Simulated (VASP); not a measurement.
# GaAs (I-4m2) in VASP: single point with PBE

Aim: the single point of GaAs with PBE.

Everything below comes from runs of VASP 6.6.1. Logs are shortened: lines on timing, memory, paths and dates and some standing lists are left out, and cuts for length are marked.

### 1 The cell of the first run

Symmetry: I-4m2, No. 119, tetragonal system. The conventional cell has a = 3.939 Å, b = 3.939 Å, c = 5.823 Å, α = 90.00°, β = 90.00°, γ = 90.00°. Ga (site symmetry -4m2) has 4 As at 2.45 Å within 3.2 Å. As (site symmetry -4m2) has 4 Ga at 2.45 Å within 3.2 Å.

### 2 Single point, PBE (z stretched by +3 % at fixed volume)

INCAR reads:

```
SYSTEM = GaAs
PREC     = Accurate       ! precision mode
ENCUT    = 520            ! plane-wave cutoff, eV
EDIFF    = 1E-6           ! SCF threshold, eV
ISMEAR   = -1             ! smearing method
SIGMA    = 0.05           ! smearing width, eV
LREAL    = .FALSE.        ! projectors in reciprocal space
LASPH    = .TRUE.         ! aspherical terms in the spheres
NELM     = 100            ! most SCF steps
ALGO     = Normal         ! electronic algorithm
ISIF     = 2              ! what is computed and relaxed
LWAVE    = .FALSE.        ! write WAVECAR
LCHARG   = .TRUE.         ! write CHGCAR
GGA      = PE             ! functional
LELF     = .TRUE.         ! ELF
LVHAR    = .TRUE.       
NBANDS   = 16             ! bands
```

KPOINTS reads:

```
regular mesh
0
G
  11 11 11
  0 0 0
```

POSCAR reads:

```
GaAs
1.0
    0.0000000000      2.7853780701      2.9116555000
    2.7853780701      0.0000000000      2.9116555000
    2.7853780701      2.7853780701      0.0000000000
Ga As
1 1
Direct
    0.0000000000      0.0000000000      0.0000000000
    0.7500000000      0.7500000000      0.7500000000
```

Potentials or basis: VASP PAW PBE potentials, release 64 (Ga_d, As).

Launch:

```
$ cat potpaw_PBE.64/Ga_d/POTCAR potpaw_PBE.64/As/POTCAR > POTCAR
$ mpirun -np 1 vasp_std > vasp.out
```

OUTCAR:

```text
SYSTEM = GaAs
   PREC = Accurate
   ENCUT = 520
   EDIFF = 1E-6
   ISMEAR = -1
   LREAL = .FALSE.
   LASPH = .TRUE.
   NELM = 100
   ISIF = 2
   GGA = PE

 ion  position               nearest neighbor table
   1  0.000  0.000  0.000-   2 2.45   2 2.45   2 2.45   2 2.45
   2  0.750  0.750  0.750-   1 2.45   1 2.45   1 2.45   1 2.45

  LATTYP: Found a body centered tetragonal cell.
 ALAT       =     3.9391194431
 C/A-ratio  =     1.4783281097

  Lattice vectors:

 A1 = (  -2.7853780701,   0.0000000000,   2.9116555000)
 A2 = (   2.7853780701,   0.0000000000,   2.9116555000)
 A3 = (   0.0000000000,   2.7853780701,  -2.9116555000)

Analysis of symmetry for initial positions (statically):
=====================================================================
 Subroutine PRICEL returns:
 Original cell was already a primitive cell.

 Routine SETGRP: Setting up the symmetry group for a
 body centered tetragonal supercell.

 Subroutine GETGRP returns: Found  8 space group operations
 (whereof  8 operations were pure point group operations)
 out of a pool of 16 trial point group operations.

The static configuration has the point symmetry D_2d.

Analysis of symmetry for dynamics (positions and initial velocities):
=====================================================================
 Subroutine PRICEL returns:
 Original cell was already a primitive cell.

 Routine SETGRP: Setting up the symmetry group for a
 body centered tetragonal supercell.

 Subroutine GETGRP returns: Found  8 space group operations
 (whereof  8 operations were pure point group operations)
 out of a pool of 16 trial point group operations.

The dynamic configuration has the point symmetry D_2d.

 Subroutine INISYM returns: Found  8 space group operations
 (whereof  8 operations are pure point group operations),
 and found     1 'primitive' translations

----------------------------------------------------------------------------------------

                                     Primitive cell

  volume of cell :      45.1792

  direct lattice vectors                    reciprocal lattice vectors
     0.000000000  2.785378070  2.911655500    -0.179508845  0.179508845  0.171723612
     2.785378070  0.000000000  2.911655500     0.179508845 -0.179508845  0.171723612
     2.785378070  2.785378070  0.000000000     0.179508845  0.179508845 -0.171723612

  length of vectors
     4.029400544  4.029400544  3.939119443     0.306489559  0.306489559  0.306489559

  position of ions in fractional coordinates (direct lattice)
     0.000000000  0.000000000  0.000000000
     0.750000000  0.750000000  0.750000000

  ion indices of the primitive-cell ions
   primitive index   ion index
                 1           1
                 2           2

----------------------------------------------------------------------------------------

 KPOINTS: regular mesh

Automatic generation of k-mesh.
 Grid dimensions read from file:
 generate k-points for:   11   11   11

 Generating k-lattice:

  Cartesian coordinates                     Fractional coordinates (reciprocal lattice)
    -0.016318986  0.016318986  0.015611237     0.090909091  0.000000000  0.000000000
     0.016318986 -0.016318986  0.015611237     0.000000000  0.090909091  0.000000000
     0.016318986  0.016318986 -0.015611237    -0.000000000 -0.000000000  0.090909091

  Length of vectors
     0.027862687  0.027862687  0.027862687

  Shift w.r.t. Gamma in fractional coordinates (k-lattice)
     0.000000000  0.000000000  0.000000000

 Subroutine IBZKPT returns following result:
 ===========================================

 Found    126 irreducible k-points:

 Following reciprocal coordinates:
            Coordinates               Weight
  0.000000  0.000000  0.000000      1.000000
  0.090909  0.000000  0.000000      8.000000
  0.181818  0.000000  0.000000      8.000000
  0.272727  0.000000  0.000000      8.000000
  0.363636  0.000000  0.000000      8.000000
  0.454545  0.000000  0.000000      8.000000
[... 16 lines left out ...]
 -0.272727  0.181818  0.000000      8.000000
 -0.181818  0.181818  0.000000      4.000000
 [... further k-points ...]
   k-points           NKPTS =    126   k-points in BZ     NKDIM =    126   number of bands    NBANDS=     16
   number of dos      NEDOS =    301   number of ions     NIONS =      2
   total plane-waves  NPLWV =  27000
   dimension x,y,z NGX =    30 NGY =   30 NGZ =   30
   dimension x,y,z NGXF=    60 NGYF=   60 NGZF=   60
   ions per type =               1   1
   NGX,Y,Z   is equivalent  to a cutoff of  12.38, 12.38, 12.66 a.u.
   NGXF,Y,Z  is equivalent  to a cutoff of  24.75, 24.75, 25.32 a.u.
 SYSTEM =  GaAs
   PREC   = accura    normal or accurate (medium, high low for compatibility)
   ISTART =      0    job   : 0-new  1-cont  2-samecut
   ICHARG =      2    charge: 1-file 2-atom 10-const
   ISPIN  =      1    spin polarized calculation?
   LNONCOLLINEAR =      F non collinear calculations
   LSORBIT =      F    spin-orbit coupling
   LASPH  =      T    aspherical Exc in radial PAW
   ENCUT  =  520.0 eV  38.22 Ry    6.18 a.u.   7.49  7.49  7.32*2*pi/ulx,y,z
   NELM   =    100;   NELMIN=  2; NELMDL= -5     # of ELM steps
   EDIFF  = 0.1E-05   stopping-criterion for ELM
   LREAL  =      F    real-space projection
   EDIFFG = 0.1E-04   stopping-criterion for IOM
   NSW    =      0    number of steps for IOM
   IBRION =     -1    ionic relax: 0-MD 1-quasi-New 2-CG
   NFREE  =      0    steps in history (QN), initial steepest desc. (CG)
   ISIF   =      2    stress and relaxation
   ISYM   =      2    0-nonsym 1-usesym 2-fastsym
   POTIM  = 0.5000    time-step for ionic-motion
   TEBEG  =    0.0;   TEEND  =   0.0 temperature during run
   PSTRESS=    0.0 pullay stress
   NELECT =      18.0000    total number of electrons
   NUPDOWN=      -1.0000    fix difference up-down
   EMIN   =  10.00;   EMAX   =-10.00  energy-range for DOS
   EFERMI =   0.00;   METHOD = LEGACY
   ISMEAR =    -1;   SIGMA  =   0.05  broadening in eV -4-tet -1-fermi 0-gaus
   EFERMI_NEDOS =   21; number of points for ismear=-14 and -15
   IALGO  =     38    algorithm
   IMIX   =      4    mixing-type and parameters
     AMIX     =   0.40;   BMIX     =  1.00
     AMIX_MAG =   1.60;   BMIX_MAG =  1.00
  volume/ion in A,a.u.               =      22.59       152.44
  Fermi-wavevector in a.u.,A,eV,Ry     =   1.204628  2.276417 19.743799  1.451128
  Thomas-Fermi vector in A             =   2.340347
   LORBIT       =      0    0 simple, 1 ext, 2 COOP (PROOUT), +10 PAW based schemes
   GGA     = PE    functional components
   LHFCALC =     F    Hartree Fock is set to
   AEXX    =    0.0000 exact exchange contribution
   IVDW    =     0    specifies the selected vdW correction
   LEPSILON=     F    determine dielectric tensor
   LRPA    =     F    only Hartree local field effects (RPA)
 non-spin polarized calculation
  energy-cutoff  :      520.00
  volume of cell :       45.18
 maximum number of plane-waves:      1247
 NGX is ok and might be reduce to    30
   NGX = 15   NGY = 15   NGZ = 15

 number of electron      18.0000001 magnetization

 Free energy of the ion-electron system (eV)
  ---------------------------------------------------
  ext. energy  EPLUGINS =         0.00000000
  ---------------------------------------------------
  free energy    TOTEN  =        -8.24002942 eV

  energy without entropy =       -8.24000583  energy(sigma->0) =       -8.24001763

 E-fermi :   4.2579     XC(G=0):  -9.5907

 val. band max:        4.0213333657   @ k =   0.0000   0.0000   0.0000
 cond. band min:       4.4355736719   @ k =   0.0000   0.0000   0.0000
 fundamental gap:      0.4142403062
 Fermi energy:         4.2579323283

 k-point     1 :       0.0000    0.0000    0.0000
  band No.  band energies     occupation
      1     -10.8836      2.00000
      2     -10.8721      2.00000
      3     -10.8721      2.00000
      4     -10.8007      2.00000
      5     -10.7943      2.00000
      6      -8.7903      2.00000
[... 8 lines left out ...]
     15      13.5777      0.00000
     16      14.4920      0.00000

 k-point     2 :       0.0909    0.0000    0.0000
  band No.  band energies     occupation
      1     -10.8863      2.00000
      2     -10.8748      2.00000
      3     -10.8702      2.00000
      4     -10.8010      2.00000
      5     -10.7942      2.00000
      6      -8.6930      2.00000
[... 8 lines left out ...]
     15      13.0635      0.00000
     16      13.8095      0.00000

 k-point     3 :       0.1818    0.0000    0.0000
  band No.  band energies     occupation
      1     -10.9025      2.00000
      2     -10.8723      2.00000
      3     -10.8654      2.00000
      4     -10.8014      2.00000
      5     -10.7936      2.00000
      6      -8.4112      2.00000
[... 8 lines left out ...]
     15      13.0756      0.00000
     16      13.1602      0.00000

 k-point     4 :       0.2727    0.0000    0.0000
  band No.  band energies     occupation
      1     -10.9244      2.00000
      2     -10.8669      2.00000
      3     -10.8599      2.00000
      4     -10.8013      2.00000
      5     -10.7921      2.00000
      6      -7.9787      2.00000
[... 8 lines left out ...]
     15      13.1523      0.00000
     16      13.1878      0.00000
[... 324 lines left out ...]
 k-point    22 :      -0.3636    0.1818    0.0000
  band No.  band energies     occupation
      1     -10.9576      2.00000
      2     -10.8556      2.00000
      3     -10.8469      2.00000
      4     -10.8019      2.00000
      5     -10.7916      2.00000
      6      -6.9242      2.00000
[... 8 lines left out ...]
     15      13.7896      0.00000
     16      15.3434      0.00000

 k-point    23 :      -0.2727    0.1818    0.0000
  band No.  band energies     occupation
      1     -10.9466      2.00000
      2     -10.8584      2.00000
      3     -10.8516      2.00000
      4     -10.8045      2.00000
      5     -10.7906      2.00000
      6      -7.3449      2.00000
[... 8 lines left out ...]
     15      14.2996      0.00000
     16      16.1236      0.00000

 k-point    24 :      -0.1818    0.1818    0.0000
  band No.  band energies     occupation
      1     -10.9305      2.00000
      2     -10.8630      2.00000
      3     -10.8577      2.00000
      4     -10.8050      2.00000
      5     -10.7909      2.00000
      6      -7.8137      2.00000
[... 8 lines left out ...]
     15      14.1913      0.00000
     16      14.8625      0.00000

 [... further k-points ...]
[... 5 lines left out ...]
  --------------------------------------------------------------------------------------
  -------------------------------------------------------------------------------------
  Total        1.2360553      1.2360553      0.4388614      0.0000000      0.0000000      0.0000000
  in kB       43.8339081     43.8339081     15.5632267      0.0000000      0.0000000      0.0000000
  external PRESSURE =      34.4103476 kB  Pullay stress =       0.0000000 kB

 VOLUME and BASIS-vectors are now :
 -----------------------------------------------------------------------------
  energy-cutoff  :      520.00
  volume of cell :       45.18
      direct lattice vectors                 reciprocal lattice vectors
     0.000000000  2.785378070  2.911655500    -0.179508845  0.179508845  0.171723612
     2.785378070  0.000000000  2.911655500     0.179508845 -0.179508845  0.171723612
     2.785378070  2.785378070  0.000000000     0.179508845  0.179508845 -0.171723612

 POSITION                                       TOTAL-FORCE (eV/Angst)
 -----------------------------------------------------------------------------------
      0.00000      0.00000      0.00000         0.000000      0.000000      0.000000
      4.17807      4.17807      4.36748        -0.000000     -0.000000      0.000000
 -----------------------------------------------------------------------------------
    total drift:                               -0.000002     -0.000002     -0.000001

  FREE ENERGIE OF THE ION-ELECTRON SYSTEM (eV)
  ---------------------------------------------------
  free  energy   TOTEN  =        -8.2400294164 eV

  energy  without entropy=       -8.2400058350  energy(sigma->0) =       -8.24001763
```

Wall time 2.6 min (1 thread of Intel Xeon 8259CL, shared host); peak memory 0.24 GiB.

What came out:

* Free energy: -8.2400 eV
* Pressure: 3.4 GPa
* Band gap on the k mesh: 0.41 eV, direct

 A k mesh can miss the band edges.
